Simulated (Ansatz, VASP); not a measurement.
## Cd in VASP and in Ansatz

The input INCAR:

```
SYSTEM = Cd
ALGO = Normal
EDIFF = 1E-6
ENCUT = 520
GGA = PE
ISIF = 2
ISMEAR = 0
LASPH = .True.
LCHARG = .False.
LREAL = .False.
LWAVE = .False.
NBANDS = 12
NELM = 100
PREC = Accurate
SIGMA = 0.15
```

KPOINTS

```
k-points
0
Gamma
  18 18 18
  0 0 0
```

The input POSCAR:

```
Cd
1.0
    0.0000000000      2.5584854877      1.6097990688
    2.5584854877      0.0000000000      1.6097990688
    2.5584854877      2.5584854877      0.0000000000
Cd
1
Direct
    0.0000000000      0.0000000000      0.0000000000
```

Input for Ansatz:

```yaml
crystal:
  lattice:
    - [0.0, 2.5584854877, 1.6097990688]
    - [2.5584854877, 0.0, 1.6097990688]
    - [2.5584854877, 2.5584854877, 0.0]
  atoms:
    - { symbol: Cd, position: [0.0, 0.0, 0.0] }
basis:
  ecutwfc: 420
kpoints:
  mp_grid: { grid: [18, 18, 18] }
hamiltonian:
  xc: pbe
scf:
  occupations: { method: gaussian, width: 0.15 }
output:
  forces: true
  stress: true
  eigenvalues: true
  write_density: true
  write_potential: true
  elf: true
  volumetric_format: npy
```

Alike in both runs: task single point; functional PBE; k mesh 18 × 18 × 18; occupations gaussian, width 0.15 eV; no spin polarisation.

|  | VASP | Ansatz |
| --- | --- | --- |
| version | VASP 6.6.1 | Ansatz 0.2.0 |
| potentials or method | VASP PAW PBE potentials, release 64 (Cd), cutoff 520 eV | scalar-relativistic, plane waves, PAW |
| valence electrons in the cell | 12 | 20 |

```tsv
	VASP	Ansatz	Ansatz less VASP
gap on the k mesh at the Fermi level (eV)	none	none	-
pressure (GPa)	5.3	5.0	-0.35
traceless stress, the component that is largest in VASP (GPa)	-2.08	-2.11	-0.029
```

A gap of «none» marks a metal or a gap that the smearing closes. The functional is the same, so the differences come from potentials, cutoffs and numerics. VASP's potentials hold 12 valence electrons a cell and Ansatz's 20, so a difference there can come from the potentials and not from the codes.
